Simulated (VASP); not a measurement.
Hf2S: single point with PBEsol

Crystal: Hf2S.

```xyz
6
Lattice="3.3743 0.0000 0.0000 -1.6871 2.9222 0.0000 0.0000 0.0000 11.7174" Properties=species:S:1:pos:R:3 pbc="T T T"
Hf    1.6871    0.9741   10.5435
Hf    0.0000    1.9481    4.6848
Hf    1.6871    0.9741    7.0327
Hf    0.0000    1.9481    1.1739
S     0.0000    0.0000    8.7881
S     0.0000    0.0000    2.9294
```

| Quantity | Value |
| --- | --- |
| Program | VASP 6.6.1 |
| Task | single point |
| Functional | PBEsol |
| Potentials or basis | VASP PAW PBE potentials, release 64 (Hf_pv, S) |
| Cutoff | 520 eV |
| k mesh | 3 × 3 × 1 |
| Occupations | gaussian, width 0.1 eV |
| Spin | no spin polarisation |

```yaml
Pressure: -3.0 GPa
Largest_force: 0.917 eV/Å
Band_gap_on_the_k_mesh: zero (band 26 reaches 6.71 eV, above the bottom of band 27 at 6.07 eV)
```

Forces in eV/Å, atoms in the order of the input:
```
Hf   0.000  0.000 -0.917
Hf   0.000  0.000 -0.917
Hf   0.000  0.000  0.917
Hf   0.000  0.000  0.917
S    0.000  0.000  0.000
S    0.000  0.000  0.000
```

Stress tensor (GPa, compression positive):
```
-3.41  0.00  0.00
 0.00 -3.41  0.00
 0.00  0.00 -2.04
```

Levels at points of the mesh, in eV from the Fermi level:
```csv
k point,band 22,band 23,band 24,band 25,band 26,band 27,band 28,band 29,band 30,band 31
"(0.00, 0.00, 0.00)",-2.84,-1.32,0.07,0.19,0.64,0.64,0.72,0.72,1.00,1.00
```

Wall time 37 s on 1 thread of Intel(R) Xeon(R) Platinum 8259CL CPU @ 2.50GHz (Skylake/Cascade Lake), with other jobs on the host, peak memory 0.24 GiB.

Caveat: the k points lie up to 0.72 Å⁻¹ apart; the PAW data sets were made with another functional, which shifts forces and pressure a little; spin-orbit coupling is left out, which moves the levels of the heavy elements.
